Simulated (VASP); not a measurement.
Si2Ni, 3 atoms in the cell. Symmetry: Immm, No. 71, orthorhombic system. The conventional cell has a = 3.741 Å, b = 3.884 Å, c = 5.391 Å, α = 90.00°, β = 90.00°, γ = 90.00°. Within 3.0 Å of Si (site symmetry mm2) lie 4 Ni at 2.31 to 2.36 Å and 6 Si at 2.70 Å. Ni (site symmetry mmm) has 8 Si at 2.31 to 2.36 Å within 3.0 Å.  This cell differs from its parent crystal: strain +0.0375 x Voigt [0, 0, 0, 1, 0, 0].

```yaml
Program: VASP 6.6.1
Task: single point
Functional: PBEsol
Potentials_or_basis: VASP PAW PBE potentials, release 64 (Si, Ni)
Cutoff: 520 eV
k_mesh: 16 × 16 × 16
Occupations: gaussian, width 0.15 eV
Spin: no spin polarisation
Dipole_correction: no
Further_INCAR_settings: ALGO = Normal; EDIFF = 1e-07; NBANDS = 16
```

Potentials or basis: VASP PAW PBE potentials, release 64 (Si, Ni).

Run with:

```sh
$ cat potpaw_PBE.64/Si/POTCAR potpaw_PBE.64/Ni/POTCAR > POTCAR
$ mpirun -np 1 vasp_std > vasp.out
```

Hardware: 1 thread of Intel Xeon 8259CL, on a shared host.

Problem. How long does it take, and how much memory?

Solution. Wall time 9.9 min on 1 thread of Intel Xeon 8259CL, on a shared host, peak memory 0.47 GiB. Counts: scf iterations 15, k points 621.
